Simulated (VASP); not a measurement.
Set up this calculation in VASP 6.6.1, as the native input.

```yaml
Task: relaxation of cell and atoms
Functional: LDA
Potentials_or_basis: VASP PAW LDA potentials, release 64 (Mg, I)
Cutoff: 600 eV
k_mesh: 6 × 6 × 6
Occupations: fermi-dirac, width 0.02 eV
Spin: no spin polarisation
Dipole_correction: no
Further_INCAR_settings: ALGO = Normal; EDIFF = 1e-06; IBRION = 2; EDIFFG = -0.005; NSW = 80; ISIF = 3
```

The structure of MgI2 lies in POSCAR:

```
MgI2
1.0
    0.0000000000      3.7638621720      3.7638621720
    3.7638621720      0.0000000000      3.7638621720
    3.7638621720      3.7638621720      0.0000000000
Mg I
1 2
Direct
    0.0000000000      0.0000000000      0.0000000000
    0.2500000000      0.2500000000      0.2500000000
    0.7500000000      0.7500000000      0.7500000000
```

One way to write it, as run:

INCAR

```
SYSTEM = MgI2
ALGO = Normal
EDIFF = 1E-6
EDIFFG = -0.005
ENCUT = 600
IBRION = 2
ISIF = 3
ISMEAR = -1
LASPH = .TRUE.
LCHARG = .FALSE.
LREAL = .FALSE.
LWAVE = .FALSE.
NELM = 100
NSW = 80
PREC = Accurate
SIGMA = 0.02
```

KPOINTS

```
k-points
0
G
  6 6 6
  0 0 0
```

Potentials or basis: VASP PAW LDA potentials, release 64 (Mg, I).

Launch:

```console
$ cat potpaw_LDA.64/Mg/POTCAR potpaw_LDA.64/I/POTCAR > POTCAR
$ mpirun -np 1 vasp_std > vasp.out
```

It gave:

```json
{"Relaxed volume": "32.81 Å³/atom", "Relaxed cell": "a = 5.183 Å, b = 5.183 Å, c = 5.183 Å, α = 60.00°, β = 60.00°, γ = 60.00°", "Space group after relaxing (to 0.1 Å)": "Fm-3m (No. 225)", "Energy gained by relaxing": "21.8 meV/atom", "Ionic steps": "3", "Pressure after relaxing": "0.0 GPa", "Band gap on the k mesh": "0.55 eV (least direct gap 0.72 eV)"}
```

Caveat: spin-orbit coupling is left out, which moves the levels of the heavy elements.

Wall time 48 s on 1 thread of Intel(R) Xeon(R) Platinum 8488C (Sapphire Rapids), with other jobs on the host, peak memory 0.27 GiB.
